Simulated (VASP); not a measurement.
A run of VASP 6.6.1 is set up as follows.

The input INCAR:

```
SYSTEM = Yb
PREC     = Accurate       ! precision mode
ENCUT    = 520            ! plane-wave cutoff, eV
EDIFF    = 1E-7           ! SCF threshold, eV
ISMEAR   = -1             ! smearing method
SIGMA    = 0.1            ! smearing width, eV
LREAL    = .False.        ! projectors in reciprocal space
LASPH    = .True.         ! aspherical terms in the spheres
NELM     = 60             ! most SCF steps
ALGO     = Normal         ! electronic algorithm
ISIF     = 2              ! what is computed and relaxed
LWAVE    = .False.        ! write WAVECAR
LCHARG   = .True.         ! write CHGCAR
GGA      = CA             ! functional
LELF     = .True.         ! ELF
LVHAR    = .True.       
NBANDS   = 18             ! bands
```

KPOINTS

```
Automatic mesh
0
Gamma
  11 11 11
  0 0 0
```

The input POSCAR:

```
Yb
1.0
    3.2496941190      0.0000000000      0.0000000000
    0.0000000000      3.2496941190      0.0000000000
    0.0000000000      0.0000000000      3.2496941190
Yb
1
Direct
    0.0000000000      0.0000000000      0.0000000000
```

Potentials or basis: VASP PAW PBE potentials, release 64 (Yb).

Launch:

```sh
$ cat potpaw_PBE.64/Yb/POTCAR > POTCAR
$ mpirun -np 1 vasp_std > vasp.out
```

Task: What does it give for the band gap on the k mesh?

Result: Zero (bands 12 and 13 overlap by 0.30 eV).

Task: What does it give for the pressure?

Result: -1.7 GPa.

Caveat: the PAW data sets were made with another functional, which shifts forces and pressure a little; spin-orbit coupling is left out, which moves the levels of the heavy elements. Spin polarisation is off, so any magnetic state and its effect on volume and gap are missing.
